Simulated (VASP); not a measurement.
A run of VASP 6.6.1:

Contents of INCAR:

```
PREC = Accurate ; ENCUT = 520
EDIFF = 1E-7 ; ISMEAR = 0
SIGMA = 0.1 ; LREAL = False
LASPH = True ; NELM = 100
ALGO = Fast ; ISIF = 2
LWAVE = False ; LCHARG = False
GGA = PS ; NBANDS = 26
```

Contents of KPOINTS:

```
regular mesh
0
Gamma
  12 12 12
```

Contents of POSCAR:

```
FeCo3
1.0
    3.7362540555      0.0000000000      0.0000000000
    0.0000000000      3.7362540555      0.0000000000
    0.0000000000      0.0000000000      3.7362540555
Fe Co
1 3
Direct
    0.0000000000      0.0000000000      0.0000000000
    0.5000000000      0.5000000000      0.0000000000
    0.5000000000      0.0000000000      0.5000000000
    0.0000000000      0.5000000000      0.5000000000
```

Potentials or basis: VASP PAW PBE potentials, release 64 (Fe, Co).

Run with:

```bash
$ cat potpaw_PBE.64/Fe/POTCAR potpaw_PBE.64/Co/POTCAR > POTCAR
$ mpirun -np 1 vasp_std > vasp.out
```

Hardware: 1 thread of Intel(R) Xeon(R) 6975P-C (Granite Rapids), on a shared host.

**Question.** Estimate the wall time of this run.

**Answer.** Run time: 51 s on 1 thread of Intel(R) Xeon(R) 6975P-C (Granite Rapids) (shared host), peak memory 0.22 GiB. Counts: scf iterations 18, k points 84.
